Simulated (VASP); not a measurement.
ZnS: single point with LDA

Crystal: ZnS.

```
CELL_PARAMETERS angstrom
0.00000 2.63069 2.63069
2.63069 0.00000 2.63069
2.63069 2.63069 0.00000
ATOMIC_POSITIONS crystal
Zn 0.25000 0.25000 0.25000
S 0.00000 0.00000 0.00000
```

```yaml
Program: VASP 6.6.1
Task: single point
Functional: LDA
Potentials_or_basis: VASP PAW LDA potentials, release 64 (Zn, S)
Cutoff: 500 eV
k_mesh: 10 × 10 × 10
Occupations: gaussian, width 0.01 eV
Spin: no spin polarisation
Dipole_correction: no
Further_INCAR_settings: ALGO = Normal; EDIFF = 1e-06; NBANDS = 16
```

```yaml
Pressure: 2.1 GPa
Band_gap_on_the_k_mesh: 2.25 eV
```

Levels at points of the mesh, in eV from the valence-band top:
| k point | band 7 | band 8 | band 9 | band 10 | band 11 | band 12 |
| --- | --- | --- | --- | --- | --- | --- |
| (0.00, 0.00, 0.00) | 0.00 | 0.00 | 0.00 | 2.25 | 6.19 | 6.19 |
| (0.50, 0.00, 0.00) | -5.90 | -1.00 | -1.00 | 3.27 | 6.74 | 6.74 |
| (0.50, 0.50, 0.00) | -4.99 | -2.55 | -2.55 | 3.01 | 3.87 | 11.32 |

It took 14 s on 1 thread of AMD EPYC 9R45 96-Core Processor (Zen 5) (shared host), peak memory 0.12 GiB.
